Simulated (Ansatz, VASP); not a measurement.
W: VASP beside Ansatz

Contents of INCAR:

```
ALGO = Normal ; EDIFF = 1E-6
ENCUT = 520 ; GGA = PE
ISIF = 2 ; ISMEAR = -1
LASPH = T ; LCHARG = F
LREAL = F ; LWAVE = F
NBANDS = 13 ; NELM = 100
PREC = Accurate ; SIGMA = 0.03
```

The input KPOINTS:

```
k-points
0
Gamma
  17 17 17
```

The input POSCAR:

```
W
1.0
   -1.5823450000      1.5823450000      1.5823450000
    1.5823450000     -1.5823450000      1.5823450000
    1.5823450000      1.5823450000     -1.5823450000
W
1
Direct
    0.0000000000      0.0000000000      0.0000000000
```

Input for Ansatz:

```yaml
crystal:
  lattice:
    - [-1.582345, 1.582345, 1.582345]
    - [1.582345, -1.582345, 1.582345]
    - [1.582345, 1.582345, -1.582345]
  atoms:
    - { symbol: W, position: [0.0, 0.0, 0.0] }
kpoints:
  mp_grid: { grid: [17, 17, 17] }
scf:
  occupations: { method: fermi_dirac, width: 0.03 }
  lower_state_search: "off"
hamiltonian:
  xc: pbe
  pseudopotentials: { kind: paw }
output:
  forces: true
  stress: true
  eigenvalues: true
  populations: true
  dos: { projected: true, de: 0.1, e_range: [-8, 5] }
  write_density: true
  write_potential: true
  elf: true
  volumetric_format: npy
```

Alike in both runs: task single point; functional PBE; k mesh 17 × 17 × 17; occupations fermi-dirac, width 0.03 eV; no spin polarisation.

```csv
,VASP,Ansatz
version,VASP 6.6.1,Ansatz 0.2.0
potentials or method,"VASP PAW PBE potentials, release 64 (W_sv)","PAW with Ansatz's default frozen-core files, scalar-relativistic"
plane-wave cutoff (eV),520,420
valence electrons in the cell,14,14
```

```csv
,VASP,Ansatz,Ansatz less VASP
pressure (GPa),6.3,5.7,-0.59
```

The functional is the same, so the differences come from potentials, cutoffs and numerics.

Neither program's run includes spin-orbit coupling.
